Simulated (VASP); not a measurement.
A run of VASP 6.6.1:

File INCAR:

```
PREC = Accurate
ENCUT = 520
EDIFF = 1E-6
ISMEAR = 0
SIGMA = 0.05
LREAL = False
LASPH = True
NELM = 80
ALGO = Fast
ISIF = 2
LWAVE = False
LCHARG = False
LDIPOL = True
IDIPOL = 3
DIPOL = 0.5 0.5 0.500
GGA = PE
IBRION = 2
NSW = 80
EDIFFG = -0.02
KPAR = 4
```

The input KPOINTS:

```
regular mesh
0
Gamma
  7 7 1
```

File POSCAR:

```
Zn5S4
1.0
    3.8488726992      0.0000000000      0.0000000000
    0.0000000000      3.8488726992      0.0000000000
    0.0000000000      0.0000000000     25.8862559420
Zn S
5 4
Direct
    0.5000000000      0.5000000000      0.2897290368
    0.0000000000      0.0000000000      0.3948645184
    0.5000000000      0.5000000000      0.5000000000
    0.0000000000      0.0000000000      0.6051354816
    0.5000000000      0.5000000000      0.7102709632
    0.5000000000      0.0000000000      0.3422967776
    0.0000000000      0.5000000000      0.4474322592
    0.5000000000      0.0000000000      0.5525677408
    0.0000000000      0.5000000000      0.6577032224
```

Potentials or basis: VASP PAW PBE potentials, release 64 (Zn, S).

The run is started by

```sh
$ cat potpaw_PBE.64/Zn/POTCAR potpaw_PBE.64/S/POTCAR > POTCAR
$ mpirun -np 4 vasp_std > vasp.out
```

Hardware: 4 MPI ranks on Oxide Virtual Turin-like Processor, with other jobs on the host.

**Question.** How long does it take, and how much memory?

**Answer.** It took 16 min on 4 MPI ranks on Oxide Virtual Turin-like Processor, with other jobs on the host, peak memory 0.54 GiB a rank. Counts: scf iterations 99, k points 10, ion steps 10.
